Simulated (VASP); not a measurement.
# Pd (Im-3m) in VASP: a series of runs

Pd is run at these levels: PBEsol, RPBE, revPBE; tasks: single point.

Program: VASP 6.6.1. These are calculated values, not measurements. Logs are shortened: lines on timing, memory, paths and dates and some standing lists are left out, and cuts for length are marked.

## 1. The cell of the first run

Symmetry: Im-3m, No. 229, cubic system. Conventional cell: a = 3.084 Å, b = 3.084 Å, c = 3.084 Å, α = 90.00°, β = 90.00°, γ = 90.00°. Within 3.5 Å of Pd (site symmetry m-3m) lie 14 Pd at 2.67 to 3.08 Å.

## 2. Single point, PBEsol

INCAR reads:

```
SYSTEM = Pd
PREC = Accurate ; ENCUT = 520
EDIFF = 1E-6 ; ISMEAR = -1
SIGMA = 0.05 ; LREAL = .FALSE.
LASPH = .TRUE. ; NELM = 60
ALGO = Fast ; ISIF = 2
LWAVE = .FALSE. ; LCHARG = .FALSE.
GGA = PS ; NBANDS = 11
```

KPOINTS reads:

```
regular mesh
0
G
  12 12 12
  0 0 0
```

POSCAR reads:

```
Pd
1.0
   -1.5417510785      1.5417510785      1.5417510785
    1.5417510785     -1.5417510785      1.5417510785
    1.5417510785      1.5417510785     -1.5417510785
Pd
1
Direct
    0.0000000000      0.0000000000      0.0000000000
```

Potentials or basis: VASP PAW PBE potentials, release 64 (Pd).

Launch:

```console
cat potpaw_PBE.64/Pd/POTCAR > POTCAR
mpirun -np 1 vasp_std > vasp.out
```

OUTCAR:

```text
SYSTEM = Pd
   PREC = Accurate
   ENCUT = 520
   EDIFF = 1E-6
   ISMEAR = -1
   LREAL = .FALSE.
   LASPH = .TRUE.
   NELM = 60
   ISIF = 2
   GGA = PS

 ion  position               nearest neighbor table
   1  0.000  0.000  0.000-

  LATTYP: Found a body centered cubic cell.
 ALAT       =     3.0835021570

  Lattice vectors:

 A1 = (  -1.5417510785,   1.5417510785,   1.5417510785)
 A2 = (   1.5417510785,  -1.5417510785,   1.5417510785)
 A3 = (   1.5417510785,   1.5417510785,  -1.5417510785)

Analysis of symmetry for initial positions (statically):
=====================================================================
 Subroutine PRICEL returns:
 Original cell was already a primitive cell.

 Routine SETGRP: Setting up the symmetry group for a
 body centered cubic supercell.

 Subroutine GETGRP returns: Found 48 space group operations
[... 9 lines left out ...]

 Routine SETGRP: Setting up the symmetry group for a
 body centered cubic supercell.

 Subroutine GETGRP returns: Found 48 space group operations
[... 11 lines left out ...]
                                     Primitive cell

  volume of cell :      14.6589

  direct lattice vectors                    reciprocal lattice vectors
    -1.541751078  1.541751078  1.541751078     0.000000000  0.324306567  0.324306567
     1.541751078 -1.541751078  1.541751078     0.324306567  0.000000000  0.324306567
     1.541751078  1.541751078 -1.541751078     0.324306567  0.324306567  0.000000000

  length of vectors
     2.670391201  2.670391201  2.670391201     0.458638746  0.458638746  0.458638746

  position of ions in fractional coordinates (direct lattice)
     0.000000000  0.000000000  0.000000000

  ion indices of the primitive-cell ions
   primitive index   ion index
                 1           1

----------------------------------------------------------------------------------------

 KPOINTS: regular mesh

Automatic generation of k-mesh.
 Grid dimensions read from file:
 generate k-points for:   12   12   12

 Generating k-lattice:

  Cartesian coordinates                     Fractional coordinates (reciprocal lattice)
     0.000000000  0.027025547  0.027025547     0.083333333  0.000000000  0.000000000
     0.027025547  0.000000000  0.027025547     0.000000000  0.083333333  0.000000000
     0.027025547  0.027025547  0.000000000     0.000000000  0.000000000  0.083333333

  Length of vectors
     0.038219895  0.038219895  0.038219895

  Shift w.r.t. Gamma in fractional coordinates (k-lattice)
     0.000000000  0.000000000  0.000000000

 Subroutine IBZKPT returns following result:
 ===========================================

 Found     72 irreducible k-points:

 Following reciprocal coordinates:
            Coordinates               Weight
  0.000000  0.000000  0.000000      1.000000
  0.083333  0.000000  0.000000     12.000000
  0.166667  0.000000  0.000000     12.000000
  0.250000  0.000000  0.000000     12.000000
  0.333333  0.000000  0.000000     12.000000
  0.416667  0.000000  0.000000     12.000000
[... 16 lines left out ...]
  0.333333  0.083333  0.083333     24.000000
  0.416667  0.083333  0.083333     12.000000
 [... further k-points ...]
   k-points           NKPTS =     72   k-points in BZ     NKDIM =     72   number of bands    NBANDS=     11
   number of dos      NEDOS =    301   number of ions     NIONS =      1
   total plane-waves  NPLWV =   8000
   dimension x,y,z NGX =    20 NGY =   20 NGZ =   20
   dimension x,y,z NGXF=    40 NGYF=   40 NGZF=   40
   ions per type =               1
   NGX,Y,Z   is equivalent  to a cutoff of  12.45, 12.45, 12.45 a.u.
   NGXF,Y,Z  is equivalent  to a cutoff of  24.90, 24.90, 24.90 a.u.
 SYSTEM =  Pd
   PREC   = accura    normal or accurate (medium, high low for compatibility)
   ISTART =      0    job   : 0-new  1-cont  2-samecut
   ICHARG =      2    charge: 1-file 2-atom 10-const
   ISPIN  =      1    spin polarized calculation?
   LNONCOLLINEAR =      F non collinear calculations
   LSORBIT =      F    spin-orbit coupling
   LASPH  =      T    aspherical Exc in radial PAW
   ENCUT  =  520.0 eV  38.22 Ry    6.18 a.u.   4.97  4.97  4.97*2*pi/ulx,y,z
   NELM   =     60;   NELMIN=  2; NELMDL= -5     # of ELM steps
   EDIFF  = 0.1E-05   stopping-criterion for ELM
   LREAL  =      F    real-space projection
   EDIFFG = 0.1E-04   stopping-criterion for IOM
   NSW    =      0    number of steps for IOM
   IBRION =     -1    ionic relax: 0-MD 1-quasi-New 2-CG
   NFREE  =      0    steps in history (QN), initial steepest desc. (CG)
   ISIF   =      2    stress and relaxation
   ISYM   =      2    0-nonsym 1-usesym 2-fastsym
   POTIM  = 0.5000    time-step for ionic-motion
   TEBEG  =    0.0;   TEEND  =   0.0 temperature during run
   PSTRESS=    0.0 pullay stress
   NELECT =      10.0000    total number of electrons
   NUPDOWN=      -1.0000    fix difference up-down
   EMIN   =  10.00;   EMAX   =-10.00  energy-range for DOS
   EFERMI =   0.00;   METHOD = LEGACY
   ISMEAR =    -1;   SIGMA  =   0.05  broadening in eV -4-tet -1-fermi 0-gaus
   EFERMI_NEDOS =   21; number of points for ismear=-14 and -15
   IALGO  =     68    algorithm
   IMIX   =      4    mixing-type and parameters
     AMIX     =   0.40;   BMIX     =  1.00
     AMIX_MAG =   1.60;   BMIX_MAG =  1.00
  volume/ion in A,a.u.               =      14.66        98.92
  Fermi-wavevector in a.u.,A,eV,Ry     =   1.441144  2.723366 28.257868  2.076895
  Thomas-Fermi vector in A             =   2.559809
   LORBIT       =      0    0 simple, 1 ext, 2 COOP (PROOUT), +10 PAW based schemes
   GGA     = PS    functional components
   LHFCALC =     F    Hartree Fock is set to
   AEXX    =    0.0000 exact exchange contribution
   IVDW    =     0    specifies the selected vdW correction
   LEPSILON=     F    determine dielectric tensor
   LRPA    =     F    only Hartree local field effects (RPA)
 non-spin polarized calculation
 RMM-DIIS sequential band-by-band and
  energy-cutoff  :      520.00
  volume of cell :       14.66
 maximum number of plane-waves:       420
   NGX =  9   NGY =  9   NGZ =  9

 number of electron      10.0000000 magnetization

 number of electron       9.9999999 magnetization

 Free energy of the ion-electron system (eV)
  ---------------------------------------------------
  ext. energy  EPLUGINS =         0.00000000
  ---------------------------------------------------
  free energy    TOTEN  =        -5.91518378 eV

  energy without entropy =       -5.90591126  energy(sigma->0) =       -5.91054752

 E-fermi :   9.6929     XC(G=0): -13.4139

 val. band max:        9.6845541786   @ k =  -0.4167   0.4167   0.3333
 cond. band min:       9.6975304990   @ k =  -0.4167   0.4167   0.4167
 fundamental gap:      0.0129763204
 Fermi energy:         9.6928769490

 k-point     1 :       0.0000    0.0000    0.0000
  band No.  band energies     occupation
      1       2.4447      2.00000
      2       6.7151      2.00000
      3       6.7151      2.00000
      4       6.7151      2.00000
      5       8.7569      2.00000
      6       8.7569      2.00000
      7      29.0608      0.00000
      8      29.0608      0.00000
      9      29.0608      0.00000
     10      37.7141      0.00000
     11      37.7225      0.00000

 k-point     2 :       0.0833    0.0000    0.0000
  band No.  band energies     occupation
      1       2.7112      2.00000
      2       6.6234      2.00000
      3       6.7174      2.00000
      4       6.9076      2.00000
      5       8.6516      2.00000
      6       8.7638      2.00000
      7      28.9090      0.00000
      8      29.0933      0.00000
      9      29.3896      0.00000
     10      35.7537      0.00000
     11      36.5398      0.00000

 k-point     3 :       0.1667    0.0000    0.0000
  band No.  band energies     occupation
      1       3.4348      2.00000
      2       6.3807      2.00000
      3       6.7271      2.00000
      4       7.4598      2.00000
      5       8.4663      2.00000
      6       8.7895      2.00000
      7      27.8302      0.00000
      8      28.7334      0.00000
      9      30.3002      0.00000
     10      34.5590      0.00000
     11      34.7953      0.00000

 k-point     4 :       0.2500    0.0000    0.0000
  band No.  band energies     occupation
      1       4.2518      2.00000
      2       6.0664      2.00000
      3       6.9891      2.00000
      4       8.2887      2.00000
      5       8.4213      2.00000
      6       8.8407      2.00000
      7      25.2483      0.00000
      8      27.5172      0.00000
      9      31.5752      0.00000
     10      32.5795      0.00000
     11      34.4316      0.00000

 k-point     5 :       0.3333    0.0000    0.0000
  band No.  band energies     occupation
      1       4.5128      2.00000
      2       5.7698      2.00000
      3       8.1067      2.00000
      4       8.5761      2.00000
      5       8.9116      2.00000
      6       9.2326      1.99980
      7      22.0417      0.00000
      8      26.1377      0.00000
      9      30.0400      0.00000
     10      32.8810      0.00000
     11      34.7391      0.00000

 k-point     6 :       0.4167    0.0000    0.0000
  band No.  band energies     occupation
      1       4.3955      2.00000
      2       5.5624      2.00000
      3       8.6156      2.00000
      4       8.9769      2.00000
      5       9.9787      0.00656
      6      10.0264      0.00253
      7      19.1132      0.00000
      8      25.1655      0.00000
      9      28.2412      0.00000
     10      33.8445      0.00000
     11      35.2534      0.00000

 k-point     7 :       0.5000    0.0000    0.0000
  band No.  band energies     occupation
      1       4.3197      2.00000
      2       5.4884      2.00000
      3       8.6803      2.00000
      4       9.0039      2.00000
      5      10.3463      0.00000
      6      11.0232      0.00000
      7      17.6886      0.00000
      8      24.8211      0.00000
      9      27.5798      0.00000
     10      34.1952      0.00000
     11      35.5395      0.00000

 k-point     8 :       0.0833    0.0833    0.0000
  band No.  band energies     occupation
      1       3.2130      2.00000
      2       6.5204      2.00000
      3       6.6095      2.00000
      4       7.3258      2.00000
      5       8.4827      2.00000
      6       8.8029      2.00000
      7      28.3812      0.00000
      8      29.0311      0.00000
      9      29.7779      0.00000
     10      34.1850      0.00000
     11      35.1308      0.00000
[... 141 lines left out ...]
 k-point    19 :       0.3333    0.3333    0.0000
  band No.  band energies     occupation
      1       5.2908      2.00000
      2       6.4195      2.00000
      3       6.4195      2.00000
      4       8.9624      2.00000
      5       8.9624      2.00000
      6      17.5381      0.00000
      7      17.5381      0.00000
      8      18.3573      0.00000
      9      27.4057      0.00000
     10      33.8708      0.00000
     11      33.8708      0.00000

 k-point    20 :       0.0833    0.0833    0.0833
  band No.  band energies     occupation
      1       3.8858      2.00000
      2       6.3224      2.00000
      3       6.3224      2.00000
      4       8.1220      2.00000
      5       8.6374      2.00000
      6       8.6374      2.00000
      7      27.7175      0.00000
      8      27.7175      0.00000
      9      30.3516      0.00000
     10      31.2065      0.00000
     11      36.8604      0.00000

 k-point    21 :       0.1667    0.0833    0.0833
  band No.  band energies     occupation
      1       4.7221      2.00000
      2       6.0022      2.00000
      3       6.2829      2.00000
      4       8.5653      2.00000
      5       8.7896      2.00000
      6       9.2446      1.99974
      7      25.3976      0.00000
      8      26.5380      0.00000
      9      28.4727      0.00000
     10      31.4574      0.00000
     11      37.7997      0.00000

 k-point    22 :       0.2500    0.0833    0.0833
  band No.  band energies     occupation
      1       4.9603      2.00000
      2       5.7310      2.00000
      3       7.0191      2.00000
      4       8.6252      2.00000
      5       8.9096      2.00000
      6      10.6530      0.00000
      7      22.1848      0.00000
      8      25.3438      0.00000
      9      26.8146      0.00000
     10      32.8315      0.00000
     11      36.2657      0.00000

 k-point    23 :       0.3333    0.0833    0.0833
  band No.  band energies     occupation
      1       4.7948      2.00000
      2       5.5534      2.00000
      3       8.0875      2.00000
      4       8.7250      2.00000
      5       8.9885      2.00000
      6      12.2450      0.00000
      7      19.1870      0.00000
      8      24.5044      0.00000
      9      25.6808      0.00000
     10      33.9742      0.00000
     11      37.3145      0.00000

 k-point    24 :       0.4167    0.0833    0.0833
  band No.  band energies     occupation
      1       4.7083      2.00000
      2       5.4919      2.00000
      3       8.5640      2.00000
      4       8.7666      2.00000
      5       9.0166      2.00000
      6      13.2736      0.00000
      7      17.6357      0.00000
      8      24.2055      0.00000
      9      25.2435      0.00000
     10      34.4070      0.00000
     11      37.0528      0.00000

 [... further k-points ...]
[... 5 lines left out ...]
  --------------------------------------------------------------------------------------
  -------------------------------------------------------------------------------------
  Total       -0.0359559     -0.0359559     -0.0359559      0.0000000      0.0000000     -0.0000000
  in kB       -3.9298642     -3.9298642     -3.9298642      0.0000000      0.0000000     -0.0000000
  external PRESSURE =      -3.9298642 kB  Pullay stress =       0.0000000 kB

 VOLUME and BASIS-vectors are now :
 -----------------------------------------------------------------------------
  energy-cutoff  :      520.00
  volume of cell :       14.66
      direct lattice vectors                 reciprocal lattice vectors
    -1.541751078  1.541751078  1.541751078     0.000000000  0.324306567  0.324306567
     1.541751078 -1.541751078  1.541751078     0.324306567  0.000000000  0.324306567
     1.541751078  1.541751078 -1.541751078     0.324306567  0.324306567  0.000000000

 POSITION                                       TOTAL-FORCE (eV/Angst)
 -----------------------------------------------------------------------------------
      0.00000      0.00000      0.00000        -0.000000     -0.000000      0.000000
 -----------------------------------------------------------------------------------
    total drift:                                0.000000     -0.000000      0.000000

  FREE ENERGIE OF THE ION-ELECTRON SYSTEM (eV)
  ---------------------------------------------------
  free  energy   TOTEN  =        -5.9151837817 eV

  energy  without entropy=       -5.9059112590  energy(sigma->0) =       -5.91054752
```

Wall time 6.6 s (1 thread of Intel Xeon 6975P-C (Granite Rapids), shared host); peak memory 0.12 GiB.

What came out:

```
Free energy            : -5.9152 eV
Pressure               : -0.4 GPa
Band gap on the k mesh : zero (band 5 reaches 10.35 eV, above the bottom of band 6 at 8.64 eV)
```

Caveat: the PAW data sets were made with another functional, which shifts forces and pressure a little.

[end of part 1 of 2]
